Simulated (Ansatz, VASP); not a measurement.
One calculation of Al2Cu, two programs

```
Al Cu
1.0
    -2.84670    2.84670    2.38965
     2.84670   -2.84670    2.38965
     2.84670    2.84670   -2.38965
Al Cu
4 2
Cartesian
  3.7538 0.9071 0.0000
  1.9396 0.9071 2.3896
  -0.9071 1.9396 2.3897
  0.9071 1.9396 0.0000
  0.0000 0.0000 3.5845
  0.0000 0.0000 1.1948
```

Alike in both runs: task single point; functional PBEsol; k mesh 10 × 10 × 10; occupations gaussian, width 0.15 eV; no spin polarisation.

|  | VASP | Ansatz |
| --- | --- | --- |
| version | VASP 6.6.1 | Ansatz 0.2.0 |
| potentials or method | VASP PAW PBE potentials, release 64 (Al, Cu), cutoff 520 eV | scalar-relativistic, plane waves, PAW |
| valence electrons in the cell | 34 | 50 |

Ansatz gave:

- gap on the k mesh at the Fermi level (eV): none
- pressure (GPa): 16.0
- traceless stress, the component that is largest in VASP (GPa): -5.20
- rms of the force components (eV/Å): 0.033

Task: Which values does VASP return?

Result: gap on the k mesh at the Fermi level (eV): none; pressure (GPa): 16.3; traceless stress, the component that is largest in VASP (GPa): -5.15; rms of the force components (eV/Å): 0.033.

VASP's potentials were made for PBE, not for PBEsol, and Ansatz warns of the same on its side. Atom by atom the forces differ by 0.000 eV/Å (rms over components). A gap of «none» marks a metal or a gap that the smearing closes. VASP's potentials hold 34 valence electrons a cell and Ansatz's 50, so a difference there can come from the potentials and not from the codes.
